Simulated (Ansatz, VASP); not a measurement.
**One calculation of GaCo, two programs**

Contents of INCAR:

```
PREC = Accurate
ENCUT = 520
EDIFF = 1E-6
ISMEAR = -1
SIGMA = 0.1
LREAL = F
LASPH = T
NELM = 150
ALGO = Normal
ISIF = 2
LWAVE = F
LCHARG = F
ISPIN = 2
MAGMOM = 0 1.8
LORBIT = 11
LMAXMIX = 4
GGA = PE
NBANDS = 22
```

Contents of KPOINTS:

```
regular mesh
0
Gamma
  8 8 8
```

POSCAR

```
GaCo
1.0
    2.9527864647      0.0000000000      0.0000000000
    0.0000000000      2.9527864647      0.0000000000
    0.0000000000      0.0000000000      2.9527864647
Ga Co
1 1
Direct
    0.5000000000      0.5000000000      0.5000000000
    0.0000000000      0.0000000000      0.0000000000
```

Input for Ansatz:

```yaml
crystal:
  lattice:
    - [2.9527864647213202, 0.0, 0.0]
    - [0.0, 2.9527864647213202, 0.0]
    - [0.0, 0.0, 2.9527864647213202]
  atoms:
    - { symbol: Ga, position: [0.5, 0.5, 0.5] }
    - { symbol: Co, position: [0.0, 0.0, 0.0], spin: 1.8 }
basis:
  ecutwfc: 500.0
kpoints:
  mp_grid:
    grid: [8, 8, 8]
hamiltonian:
  xc: pbe
  pseudopotentials:
    kind: paw
magnetization:
  spin_polarized: true
scf:
  occupations:
    method: fermi_dirac
    width: 0.1
```

Alike in both runs: task single point; functional PBE; k mesh 8 × 8 × 8; occupations fermi-dirac, width 0.1 eV; collinear spin.

|  | VASP | Ansatz |
| --- | --- | --- |
| version | VASP 6.6.1 | Ansatz 0.2.0 |
| potentials or method | VASP PAW PBE potentials, release 64 (Ga_d, Co), cutoff 520 eV | plane waves, PAW |
| valence electrons in the cell | 22 | 30 |

|  | VASP | Ansatz | Ansatz less VASP |
| --- | --- | --- | --- |
| net moment per atom (μB) | 0.09 | 0.09 | +0.004 |
| size of the moment on the site where the two differ most (μB) | 0.20 | 0.22 | +0.013 |

Site moments also hang on the region over which each program counts them. With one functional, cell and mesh, what is left measures potentials, basis and numerics. VASP's potentials hold 22 valence electrons a cell and Ansatz's 30, so a difference there can come from the potentials and not from the codes.
